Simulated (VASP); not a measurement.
Ag: single point with LDA

Ag:

```xyz
4
Lattice="4.0021 0.0000 0.0000 0.0000 4.0021 0.0000 0.0000 0.0000 4.0021" Properties=species:S:1:pos:R:3 pbc="T T T"
Ag    0.0000    0.0000    0.0000
Ag    0.0000    2.0011    2.0011
Ag    2.0011    0.0000    2.0011
Ag    2.0011    2.0011    0.0000
```

```json
{
 "Program": "VASP 6.6.1",
 "Task": "single point",
 "Functional": "LDA",
 "Potentials or basis": "VASP PAW LDA potentials, release 64 (Ag)",
 "Cutoff": "520 eV",
 "k mesh": "6 × 6 × 6",
 "Occupations": "methfessel-paxton, width 0.1 eV",
 "Spin": "no spin polarisation"
}
```

The pressure is 0.1 GPa. The band gap on the k mesh is zero (band 22 reaches 10.53 eV, above the bottom of band 23 at 8.44 eV).

Levels at points of the mesh, in eV from the Fermi level:
```tsv
k point	band 20	band 21	band 22	band 23	band 24	band 25
(0.00, 0.00, 0.00)	-2.72	-2.72	1.47	1.47	1.47	7.20
(0.50, 0.00, 0.00)	-3.43	-2.72	-2.72	6.15	6.15	6.15
(0.50, 0.50, 0.00)	-3.85	-0.50	-0.50	-0.50	-0.50	9.70
(0.50, 0.50, 0.50)	-2.95	-0.62	-0.62	-0.62	-0.62	3.92
```

Run time: 25 s on 1 thread of Intel(R) Xeon(R) Platinum 8259CL CPU @ 2.50GHz (Skylake/Cascade Lake), on a shared host, peak memory 0.15 GiB.
